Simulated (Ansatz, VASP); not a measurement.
## One calculation of C, two programs

```
C
1.0
     2.69700    0.00000    0.00000
    -1.34850    2.33567    0.00000
     0.00000    0.00000   13.05060
C
12
Direct
  0.00000 0.00000 0.18686
  0.00000 0.00000 0.68686
  0.00000 0.00000 0.31314
  0.00000 0.00000 0.81314
  0.33333 0.66667 0.52077
  0.66667 0.33333 0.02077
  0.33333 0.66667 0.97923
  0.66667 0.33333 0.47923
  0.33333 0.66667 0.64510
  0.66667 0.33333 0.14510
  0.33333 0.66667 0.85490
  0.66667 0.33333 0.35490
```

Alike in both runs: task single point; functional PBE; k mesh 12 × 12 × 2; occupations gaussian, width 0.05 eV; no spin polarisation.

|  | VASP | Ansatz |
| --- | --- | --- |
| version | VASP 6.6.1 | Ansatz 0.2.0 |
| potentials or method | VASP PAW PBE potentials, release 64 (C), cutoff 520 eV | scalar-relativistic, plane waves, PAW |
| valence electrons in the cell | 48 | 48 |

VASP gave:

* gap on the k mesh at the Fermi level (eV): 3.85
* least direct gap on the mesh (eV): 4.75
* rms of the force components (eV/Å): 0.041

**Question.** Which values does Ansatz return?

**Answer.** gap on the k mesh at the Fermi level (eV): 3.86; least direct gap on the mesh (eV): 4.75; rms of the force components (eV/Å): 0.042.

Atom by atom the forces differ by 0.001 eV/Å (rms over components).
